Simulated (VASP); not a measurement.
Here is a VASP 6.6.1 calculation.

File INCAR:

```
ALGO = Normal
EDIFF = 1E-6
ENCUT = 520
GGA = PS
ISIF = 2
ISMEAR = 1
LASPH = T
LCHARG = F
LREAL = F
LWAVE = F
NBANDS = 16
NELM = 80
PREC = Accurate
SIGMA = 0.1
```

Contents of KPOINTS:

```
k-points
0
Gamma
  12 12 7
```

The input POSCAR:

```
Ir
1.0
    2.6807983893      0.0000000000      0.0000000000
   -1.3403991995      2.3216395094      0.0000000000
    0.0000000000      0.0000000000      4.3478214636
Ir
2
Direct
    0.6666666667      0.3333333333      0.7500000000
    0.3333333333      0.6666666667      0.2500000000
```

Potentials or basis: VASP PAW PBE potentials, release 64 (Ir).

Run with:

```sh
$ cat potpaw_PBE.64/Ir/POTCAR > POTCAR
$ mpirun -np 1 vasp_std > vasp.out
```

(1) What does it give for the pressure?

(2) Predict the band gap on the k mesh.

## Answers

(1) 19.1 GPa.

(2) zero (band 9 reaches 12.25 eV, above the bottom of band 10 at 8.62 eV).

Caveat: the PAW data sets were made with another functional, which shifts forces and pressure a little; spin-orbit coupling is left out, which moves the levels of the heavy elements.
